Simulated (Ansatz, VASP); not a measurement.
**Sn in VASP and in Ansatz**

POSCAR

```
Sn
1.0
    0.0000000000      3.2827229177      3.2827229177
    3.2827229177      0.0000000000      3.2827229177
    3.2827229177      3.2827229177      0.0000000000
Sn
2
Direct
    0.0000000000      0.0000000000      0.0000000000
    0.2500000000      0.2500000000      0.2500000000
```

INCAR.step1

```
SYSTEM = Sn
ALGO = Normal
EDIFF = 1E-4
ENCUT = 520
GGA = PE
ISMEAR = 0
LASPH = .True.
LCHARG = .False.
LREAL = .False.
LWAVE = .True.
NBANDS = 21
NELM = 100
PREC = Accurate
SIGMA = 0.05
```

INCAR.step2

```
SYSTEM = Sn
ALGO = Normal
EDIFF = 1E-6
ENCUT = 520
ISIF = 2
ISMEAR = 0
ISTART = 1
LASPH = .True.
LCHARG = .False.
LMIXTAU = .True.
LREAL = .False.
LWAVE = .False.
METAGGA = R2SCAN
NBANDS = 21
NELM = 100
PREC = Accurate
SIGMA = 0.05
```

The input KPOINTS:

```
k-points
0
Gamma
  12 12 12
  0 0 0
```

Input for Ansatz:

```yaml
crystal:
  lattice:
    - [0.0, 3.2827229177, 3.2827229177]
    - [3.2827229177, 0.0, 3.2827229177]
    - [3.2827229177, 3.2827229177, 0.0]
  atoms:
    - { symbol: Sn, position: [0.0, 0.0, 0.0] }
    - { symbol: Sn, position: [0.25, 0.25, 0.25] }
basis:
  ecutwfc: 500
  ecutrho_ratio: 4
kpoints:
  mp_grid: { grid: [12, 12, 12] }
hamiltonian:
  xc: r2scan
scf:
  occupations: { method: gaussian, width: 0.05 }
output:
  forces: true
  stress: true
  eigenvalues: true
```

Alike in both runs: task single point; functional r2SCAN; k mesh 12 × 12 × 12; occupations gaussian, width 0.05 eV; no spin polarisation.

|  | VASP | Ansatz |
| --- | --- | --- |
| version | VASP 6.6.1 | Ansatz 0.2.0 |
| potentials or method | VASP PAW PBE potentials, release 64 (Sn_d), cutoff 520 eV | scalar-relativistic, plane waves, PAW |
| valence electrons in the cell | 28 | 28 |

```csv
,VASP,Ansatz,Ansatz less VASP
gap on the k mesh at the Fermi level (eV),none,none,-
pressure (GPa),0.0,0.0,+0.05
```

VASP's potentials were made for PBE, not for r2SCAN. A gap of «none» marks a metal or a gap that the smearing closes.
